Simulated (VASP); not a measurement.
Ti, 1 atom in the cell. Symmetry: Im-3m, No. 229, cubic system. Conventional cell: a = 3.282 Å, b = 3.282 Å, c = 3.282 Å, α = 90.00°, β = 90.00°, γ = 90.00°. Within 3.7 Å of Ti (site symmetry m-3m) lie 14 Ti at 2.84 to 3.28 Å. 

| Item | Value |
| --- | --- |
| Program | VASP 6.6.1 |
| Task | single point |
| Functional | PBEsol |
| Potentials or basis | VASP PAW PBE potentials, release 64 (Ti_sv) |
| Cutoff | 520 eV |
| k mesh | 8 × 8 × 8 |
| Occupations | gaussian, width 0.1 eV |
| Spin | no spin polarisation |
| Dipole correction | no |
| Further INCAR settings | ALGO = Normal; EDIFF = 1e-06; NBANDS = 12 |

Potentials or basis: VASP PAW PBE potentials, release 64 (Ti_sv).

Launch:

```sh
$ cat potpaw_PBE.64/Ti_sv/POTCAR > POTCAR
$ mpirun -np 1 vasp_std > vasp.out
```

Hardware: 1 thread of Intel(R) Xeon(R) Platinum 8259CL CPU @ 2.50GHz (Skylake/Cascade Lake), on a shared host.

Estimate the wall time of this run.

Wall time 5.2 s on 1 thread of Intel(R) Xeon(R) Platinum 8259CL CPU @ 2.50GHz (Skylake/Cascade Lake) (shared host), peak memory 0.13 GiB. Counts: scf iterations 12, k points 29.
